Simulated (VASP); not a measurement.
# KTaO3 (P4mm) in VASP: further runs

Runs on KTaO3. Level: r2SCAN. Tasks: single point.

Program: VASP 6.6.1. These are calculated values, not measurements. Logs are shortened: lines on timing, memory, paths and dates and some standing lists are left out, and cuts for length are marked.

### Step 1. The cell of the first run

The structure is tetragonal, space group P4mm (No. 99). The conventional cell has a = 3.988 Å, b = 3.988 Å, c = 3.988 Å, α = 90.00°, β = 90.00°, γ = 90.00°. Within 3.7 Å of K (site symmetry 4mm) lie 12 O at 2.82 Å and 8 Ta at 3.29 to 3.64 Å. Ta (site symmetry 4mm) has 6 O at 1.69 to 2.29 Å within 2.3 Å. Within 2.3 Å of O (site symmetry 4mm) lie 2 Ta at 1.69 to 2.29 Å. O (site symmetry 2mm) has 2 Ta at 2.02 Å within 2.7 Å.

### Step 2. Single point, r2SCAN

POSCAR

```
KTaO3
1.0
    3.9883000000      0.0000000000      0.0000000000
    0.0000000000      3.9883000000      0.0000000000
    0.0000000000      0.0000000000      3.9883000000
K Ta O
1 1 3
Direct
    0.5000000000      0.5000000000      0.5000000000
    0.0752200186      0.0000000000      0.0000000000
    0.5000000000      0.0000000000      0.0000000000
    0.0000000000      0.5000000000      0.0000000000
    0.0000000000      0.0000000000      0.5000000000
```

INCAR.step1

```
PREC = Accurate
ENCUT = 520
ISMEAR = 0
SIGMA = 0.05
LREAL = F
LASPH = T
NELM = 60
NBANDS = 27
GGA = PE
ALGO = Normal
EDIFF = 1E-4
LWAVE = T
LCHARG = F
```

INCAR.step2

```
PREC = Accurate
ENCUT = 520
EDIFF = 1E-6
ISMEAR = 0
SIGMA = 0.05
LREAL = F
LASPH = T
NELM = 60
ALGO = Normal
ISIF = 2
LWAVE = F
LCHARG = F
METAGGA = R2SCAN
LMIXTAU = T
NBANDS = 27
ISTART = 1
```

KPOINTS

```
regular mesh
0
Gamma
  6 6 6
```

Potentials or basis: VASP PAW PBE potentials, release 64 (K_sv, Ta_pv, O).

The run is started by

```bash
cat potpaw_PBE.64/K_sv/POTCAR potpaw_PBE.64/Ta_pv/POTCAR potpaw_PBE.64/O/POTCAR > POTCAR
cp INCAR.step1 INCAR
mpirun -np 1 vasp_std > vasp.out
cp INCAR.step2 INCAR
mpirun -np 1 vasp_std > vasp.out
```

OUTCAR:

```text
PREC = Accurate
   ENCUT = 520
   EDIFF = 1E-6
   ISMEAR = 0
   LREAL = F
   LASPH = T
   NELM = 60
   ISIF = 2
   METAGGA = R2SCAN
   ISTART = 1

 ion  position               nearest neighbor table
   1  0.500  0.500  0.500-   3 2.82   4 2.82   5 2.82   3 2.82   4 2.82   3 2.82   5 2.82   3 2.82
                             4 2.82   5 2.82   4 2.82   5 2.82   2 3.29   2 3.29   2 3.29   2 3.29
   2  0.075  0.000  0.000-   3 1.69   4 2.02   5 2.02   5 2.02   4 2.02   3 2.29   1 3.29   1 3.29
                             1 3.29   1 3.29   1 3.64   1 3.64   1 3.64   1 3.64
   3  0.500  0.000  0.000-   2 1.69   2 2.29   1 2.82   1 2.82   1 2.82   1 2.82
   4  0.000  0.500  0.000-   2 2.02   2 2.02   1 2.82   1 2.82   1 2.82   1 2.82
   5  0.000  0.000  0.500-   2 2.02   2 2.02   1 2.82   1 2.82   1 2.82   1 2.82

  LATTYP: Found a simple cubic cell.
 ALAT       =     3.9883000000

  Lattice vectors:

 A1 = (   3.9883000000,   0.0000000000,   0.0000000000)
 A2 = (   0.0000000000,   3.9883000000,   0.0000000000)
 A3 = (   0.0000000000,   0.0000000000,   3.9883000000)

Analysis of symmetry for initial positions (statically):
=====================================================================
 Subroutine PRICEL returns:
 Original cell was already a primitive cell.

 Routine SETGRP: Setting up the symmetry group for a
 simple cubic supercell.

 Subroutine GETGRP returns: Found  8 space group operations
 (whereof  8 operations were pure point group operations)
 out of a pool of 48 trial point group operations.

The static configuration has the point symmetry C_4v.

Analysis of symmetry for dynamics (positions and initial velocities):
=====================================================================
 Subroutine PRICEL returns:
 Original cell was already a primitive cell.

 Routine SETGRP: Setting up the symmetry group for a
 simple cubic supercell.

 Subroutine GETGRP returns: Found  8 space group operations
 (whereof  8 operations were pure point group operations)
 out of a pool of 48 trial point group operations.

The dynamic configuration has the point symmetry C_4v.

 Subroutine INISYM returns: Found  8 space group operations
 (whereof  8 operations are pure point group operations),
 and found     1 'primitive' translations

----------------------------------------------------------------------------------------

                                     Primitive cell

  volume of cell :      63.4400
[... 96 lines left out ...]
   LREAL  =      F    real-space projection
   EDIFFG = 0.1E-04   stopping-criterion for IOM
   NSW    =      0    number of steps for IOM
   IBRION =     -1    ionic relax: 0-MD 1-quasi-New 2-CG
   NFREE  =      0    steps in history (QN), initial steepest desc. (CG)
   ISIF   =      2    stress and relaxation
   ISYM   =      2    0-nonsym 1-usesym 2-fastsym
   POTIM  = 0.5000    time-step for ionic-motion
   TEBEG  =    0.0;   TEEND  =   0.0 temperature during run
   PSTRESS=    0.0 pullay stress
   NELECT =      38.0000    total number of electrons
   NUPDOWN=      -1.0000    fix difference up-down
   EMIN   =  10.00;   EMAX   =-10.00  energy-range for DOS
   EFERMI =   0.00;   METHOD = LEGACY
   ISMEAR =     0;   SIGMA  =   0.05  broadening in eV -4-tet -1-fermi 0-gaus
   EFERMI_NEDOS =   21; number of points for ismear=-14 and -15
   IALGO  =     38    algorithm
   IMIX   =      4    mixing-type and parameters
     AMIX     =   0.40;   BMIX     =  1.00
     AMIX_MAG =   1.60;   BMIX_MAG =  1.00
  volume/ion in A,a.u.               =      12.69        85.62
  Fermi-wavevector in a.u.,A,eV,Ry     =   1.380008  2.607837 25.911228  1.904422
  Thomas-Fermi vector in A             =   2.504925
   LORBIT       =      0    0 simple, 1 ext, 2 COOP (PROOUT), +10 PAW based schemes
   METAGGA = R2SCAN    functional components
   LHFCALC =     F    Hartree Fock is set to
   AEXX    =    0.0000 exact exchange contribution
   IVDW    =     0    specifies the selected vdW correction
   LEPSILON=     F    determine dielectric tensor
   LRPA    =     F    only Hartree local field effects (RPA)
 non-spin polarized calculation
 Gauss-broadening in eV      SIGMA  =   0.05
  energy-cutoff  :      520.00
  volume of cell :       63.44
 maximum number of plane-waves:      1743
 NGX is ok and might be reduce to    30
   NGX = 15   NGY = 15   NGZ = 15

 number of electron      37.9999979 magnetization

 Free energy of the ion-electron system (eV)
  ---------------------------------------------------
  ext. energy  EPLUGINS =         0.00000000
  ---------------------------------------------------
  free energy    TOTEN  =       -86.52155714 eV

  energy without entropy =      -86.52155714  energy(sigma->0) =      -86.52155714

 E-fermi :   1.9711     XC(G=0): -11.5247

 val. band max:        1.7096943529   @ k =   0.5000   0.5000   0.5000
 cond. band min:       4.2849310615   @ k =   0.0000   0.0000   0.0000
 fundamental gap:      2.5752367086
 Fermi energy:         1.9710936307

 k-point     1 :       0.0000    0.0000    0.0000
  band No.  band energies     occupation
      1     -33.9684      2.00000
      2     -33.3887      2.00000
      3     -33.3887      2.00000
      4     -27.1773      2.00000
      5     -17.2749      2.00000
      6     -16.3774      2.00000
[... 709 lines left out ...]
     26      11.7665      0.00000
     27      12.8814      0.00000

 [... further k-points ...]

------------------------ aborting loop because EDIFF is reached ----------------------------------------

  FORCE on cell =-STRESS in cart. coord.  units (eV):
  Direction    XX          YY          ZZ          XY          YZ          ZX
  --------------------------------------------------------------------------------------
  -------------------------------------------------------------------------------------
  Total       12.6388555      0.0614178      0.0614178      0.0000000     -0.0000000      0.0000000
  in kB      319.1941144      1.5511060      1.5511060      0.0000000     -0.0000000      0.0000000
  external PRESSURE =     107.4321088 kB  Pullay stress =       0.0000000 kB

 VOLUME and BASIS-vectors are now :
 -----------------------------------------------------------------------------
  energy-cutoff  :      520.00
  volume of cell :       63.44
      direct lattice vectors                 reciprocal lattice vectors
     3.988300000  0.000000000  0.000000000     0.250733395  0.000000000  0.000000000
     0.000000000  3.988300000  0.000000000     0.000000000  0.250733395  0.000000000
     0.000000000  0.000000000  3.988300000     0.000000000  0.000000000  0.250733395

 POSITION                                       TOTAL-FORCE (eV/Angst)
 -----------------------------------------------------------------------------------
      1.99415      1.99415      1.99415         0.773226     -0.000000     -0.000000
      0.30000      0.00000      0.00000        -7.392162      0.000000      0.000000
      1.99415      0.00000      0.00000         5.687886      0.000000     -0.000000
      0.00000      1.99415      0.00000         0.465525      0.000000     -0.000000
      0.00000      0.00000      1.99415         0.465525      0.000000     -0.000000
 -----------------------------------------------------------------------------------
    total drift:                               -0.001541     -0.000000     -0.000000

  FREE ENERGIE OF THE ION-ELECTRON SYSTEM (eV)
  ---------------------------------------------------
  free  energy   TOTEN  =       -86.5215571368 eV

  energy  without entropy=      -86.5215571368  energy(sigma->0) =      -86.52155714
```

OSZICAR.step1:

```text
N       E                     dE             d eps       ncg     rms          rms(c)
DAV:   1     0.318363253039E+03    0.31836E+03   -0.20369E+04  2160   0.142E+03
DAV:   2    -0.297324331805E+02   -0.34810E+03   -0.33761E+03  2578   0.404E+02
DAV:   3    -0.478827005455E+02   -0.18150E+02   -0.18071E+02  3055   0.899E+01
DAV:   4    -0.484708350118E+02   -0.58813E+00   -0.58726E+00  3488   0.103E+01
DAV:   5    -0.484752045954E+02   -0.43696E-02   -0.43692E-02  2789   0.865E-01    0.387E+01
DAV:   6    -0.405485675458E+02    0.79266E+01   -0.33185E+01  2652   0.407E+01    0.143E+01
DAV:   7    -0.404127357035E+02    0.13583E+00   -0.19178E+00  2731   0.924E+00    0.107E+01
DAV:   8    -0.403685852671E+02    0.44150E-01   -0.34566E-01  2705   0.511E+00    0.334E+00
DAV:   9    -0.403533682247E+02    0.15217E-01   -0.35852E-02  2726   0.149E+00    0.352E-01
DAV:  10    -0.403530341015E+02    0.33412E-03   -0.69422E-03  2968   0.563E-01    0.657E-02
DAV:  11    -0.403531115985E+02   -0.77497E-04   -0.44902E-04  2678   0.149E-01
   1 F= -.40353112E+02 E0= -.40353112E+02  d E =-.628030E-19
```

It took 1.9 min on 1 thread of AMD EPYC 9R45 (Zen 5), shared host; peak memory 0.18 GiB.

What came out:

* Free energy: -86.5216 eV
* Pressure: 10.7 GPa
* Largest force: 7.392 eV/Å
* Band gap on the k mesh: 2.58 eV (least direct gap 3.45 eV)

Forces in eV/Å, atoms in the order of the input:
```
K    0.773  0.000  0.000
Ta  -7.392  0.000  0.000
O    5.688  0.000  0.000
O    0.466  0.000  0.000
O    0.466  0.000  0.000
```

Stress tensor (GPa, compression positive):
```
31.92  0.00  0.00
 0.00  0.16  0.00
 0.00  0.00  0.16
```

Caveat: the cell differs from its parent crystal (all Ta atoms moved -0.300 Å, as atom 2 towards its neighbour atom 3 (O) at 1.994 Å); the stress differs along the axes, from 0 to 32 GPa; the PAW data sets were made with another functional, which shifts forces and pressure a little; spin-orbit coupling is left out, which moves the levels of the heavy elements. A k mesh can miss the band edges.

### Step 3. Single point, r2SCAN

POSCAR: that of step 2 with these lines changed.

```diff
@@ -9,3 +9,3 @@
     0.5000000000      0.5000000000      0.5000000000
-    0.0752200186      0.0000000000      0.0000000000
+   -0.0564150139      0.0000000000      0.0000000000
     0.5000000000      0.0000000000      0.0000000000
```

INCAR.step1

```
SYSTEM = KTaO3
PREC     = Accurate       ! precision mode
ENCUT    = 520            ! plane-wave cutoff, eV
ISMEAR   = 0              ! smearing method
SIGMA    = 0.05           ! smearing width, eV
LREAL    = .False.        ! projectors in reciprocal space
LASPH    = .True.         ! aspherical terms in the spheres
NELM     = 60             ! most SCF steps
NBANDS   = 27             ! bands
GGA      = PE             ! functional
ALGO     = Normal         ! electronic algorithm
EDIFF    = 1E-4           ! SCF threshold, eV
LWAVE    = .True.         ! write WAVECAR
LCHARG   = .False.        ! write CHGCAR
```

INCAR.step2

```
SYSTEM = KTaO3
PREC     = Accurate       ! precision mode
ENCUT    = 520            ! plane-wave cutoff, eV
EDIFF    = 1E-7           ! SCF threshold, eV
ISMEAR   = 0              ! smearing method
SIGMA    = 0.05           ! smearing width, eV
LREAL    = .False.        ! projectors in reciprocal space
LASPH    = .True.         ! aspherical terms in the spheres
NELM     = 60             ! most SCF steps
ALGO     = Normal         ! electronic algorithm
ISIF     = 2              ! what is computed and relaxed
LWAVE    = .False.        ! write WAVECAR
LCHARG   = .True.         ! write CHGCAR
METAGGA  = R2SCAN         ! meta-GGA
LMIXTAU  = .True.       
LELF     = .True.         ! ELF
LVHAR    = .True.       
NBANDS   = 27             ! bands
ISTART   = 1
```

KPOINTS

```
Automatic mesh
0
Gamma
  6 6 6
  0 0 0
```

Potentials or basis: VASP PAW PBE potentials, release 64 (K_sv, Ta_pv, O).

The run is started by

```bash
cat potpaw_PBE.64/K_sv/POTCAR potpaw_PBE.64/Ta_pv/POTCAR potpaw_PBE.64/O/POTCAR > POTCAR
cp INCAR.step1 INCAR
mpirun -np 1 vasp_std > vasp.out
cp INCAR.step2 INCAR
mpirun -np 1 vasp_std > vasp.out
```

OUTCAR:

```text
SYSTEM = KTaO3
   PREC = Accurate
   ENCUT = 520
   EDIFF = 1E-7
   ISMEAR = 0
   LREAL = .False.
   LASPH = .True.
   NELM = 60
   ISIF = 2
   METAGGA = R2SCAN
   ISTART = 1

 ion  position               nearest neighbor table
   1  0.500  0.500  0.500-   3 2.82   4 2.82   5 2.82   3 2.82   4 2.82   3 2.82   5 2.82   3 2.82
                             4 2.82   5 2.82   4 2.82   5 2.82   2 3.33   2 3.33   2 3.33   2 3.33
   2  0.944  0.000  0.000-   3 1.77   4 2.01   5 2.01   5 2.01   4 2.01   3 2.22   1 3.33   1 3.33
                             1 3.33   1 3.33   1 3.59   1 3.59   1 3.59   1 3.59
   3  0.500  0.000  0.000-   2 1.77   2 2.22   1 2.82   1 2.82   1 2.82   1 2.82
   4  0.000  0.500  0.000-   2 2.01   2 2.01   1 2.82   1 2.82   1 2.82   1 2.82
   5  0.000  0.000  0.500-   2 2.01   2 2.01   1 2.82   1 2.82   1 2.82   1 2.82

  LATTYP: Found a simple cubic cell.
 ALAT       =     3.9883000000

  Lattice vectors:

 A1 = (   3.9883000000,   0.0000000000,   0.0000000000)
 A2 = (   0.0000000000,   3.9883000000,   0.0000000000)
 A3 = (   0.0000000000,   0.0000000000,   3.9883000000)

Analysis of symmetry for initial positions (statically):
[... 181 lines left out ...]

 val. band max:        1.5911248477   @ k =   0.5000   0.5000   0.5000
 cond. band min:       4.1881902884   @ k =   0.0000   0.0000   0.0000
 fundamental gap:      2.5970654406
 Fermi energy:         1.7962329855

 k-point     1 :       0.0000    0.0000    0.0000
  band No.  band energies     occupation
      1     -33.8628      2.00000
      2     -33.5681      2.00000
      3     -33.5681      2.00000
      4     -27.1154      2.00000
      5     -17.1964      2.00000
      6     -16.4711      2.00000
[... 709 lines left out ...]
     26      11.7214      0.00000
     27      12.6897      0.00000

 [... further k-points ...]

------------------------ aborting loop because EDIFF is reached ----------------------------------------

  FORCE on cell =-STRESS in cart. coord.  units (eV):
  Direction    XX          YY          ZZ          XY          YZ          ZX
  --------------------------------------------------------------------------------------
  -------------------------------------------------------------------------------------
  Total        7.0323082      0.1619932      0.1619932      0.0000000     -0.0000000      0.0000000
  in kB      177.6008424      4.0911369      4.0911369      0.0000000     -0.0000000      0.0000000
  external PRESSURE =      61.9277054 kB  Pullay stress =       0.0000000 kB

 VOLUME and BASIS-vectors are now :
 -----------------------------------------------------------------------------
  energy-cutoff  :      520.00
  volume of cell :       63.44
      direct lattice vectors                 reciprocal lattice vectors
     3.988300000  0.000000000  0.000000000     0.250733395  0.000000000  0.000000000
     0.000000000  3.988300000  0.000000000     0.000000000  0.250733395  0.000000000
     0.000000000  0.000000000  3.988300000     0.000000000  0.000000000  0.250733395

 POSITION                                       TOTAL-FORCE (eV/Angst)
 -----------------------------------------------------------------------------------
      1.99415      1.99415      1.99415        -0.577108      0.000000     -0.000000
      3.76330      0.00000      0.00000         3.582549     -0.000000      0.000000
      1.99415      0.00000      0.00000        -2.541878      0.000000     -0.000000
      0.00000      1.99415      0.00000        -0.231782      0.000000     -0.000000
      0.00000      0.00000      1.99415        -0.231782      0.000000     -0.000000
 -----------------------------------------------------------------------------------
    total drift:                                0.012848     -0.000000     -0.000000

  FREE ENERGIE OF THE ION-ELECTRON SYSTEM (eV)
  ---------------------------------------------------
  free  energy   TOTEN  =       -86.9217224805 eV

  energy  without entropy=      -86.9217224804  energy(sigma->0) =      -86.92172248
```

OSZICAR.step1:

```text
N       E                     dE             d eps       ncg     rms          rms(c)
DAV:   1     0.320298882121E+03    0.32030E+03   -0.20477E+04  2160   0.142E+03
DAV:   2    -0.298957919601E+02   -0.35019E+03   -0.34003E+03  2544   0.405E+02
DAV:   3    -0.484831909762E+02   -0.18587E+02   -0.18509E+02  3058   0.904E+01
DAV:   4    -0.490392880749E+02   -0.55610E+00   -0.55505E+00  3512   0.102E+01
DAV:   5    -0.490428321903E+02   -0.35441E-02   -0.35437E-02  2831   0.806E-01    0.368E+01
DAV:   6    -0.409716309091E+02    0.80712E+01   -0.33825E+01  2643   0.404E+01    0.138E+01
DAV:   7    -0.408308828016E+02    0.14075E+00   -0.18902E+00  2793   0.897E+00    0.102E+01
DAV:   8    -0.407872051924E+02    0.43678E-01   -0.37177E-01  2732   0.523E+00    0.331E+00
DAV:   9    -0.407699832281E+02    0.17222E-01   -0.36121E-02  2707   0.152E+00    0.391E-01
DAV:  10    -0.407693053824E+02    0.67785E-03   -0.10020E-02  2960   0.666E-01    0.691E-02
DAV:  11    -0.407693044699E+02    0.91244E-06   -0.65206E-04  2718   0.176E-01
   1 F= -.40769304E+02 E0= -.40769304E+02  d E =-.737289E-13
```

Wall time 2.1 min (1 thread of AMD EPYC 9R45 (Zen 5), shared host); peak memory 0.18 GiB.

What came out:

- Free energy: -86.9217 eV
- Pressure: 6.2 GPa
- Largest force: 3.583 eV/Å
- Band gap on the k mesh: 2.60 eV (least direct gap 3.46 eV)

Forces in eV/Å, atoms in the order of the input:
```
K   -0.577  0.000  0.000
Ta   3.583  0.000  0.000
O   -2.542  0.000  0.000
O   -0.232  0.000  0.000
O   -0.232  0.000  0.000
```

Stress tensor (GPa, compression positive):
```
17.76  0.00  0.00
 0.00  0.41  0.00
 0.00  0.00  0.41
```

Caveat: the cell differs from its parent crystal (all Ta atoms moved +0.225 Å, as atom 2 towards its neighbour atom 3 (O) at 1.994 Å); the stress differs along the axes, from 0 to 18 GPa; the PAW data sets were made with another functional, which shifts forces and pressure a little; spin-orbit coupling is left out, which moves the levels of the heavy elements.

(Part 1 of 3 ends here.)
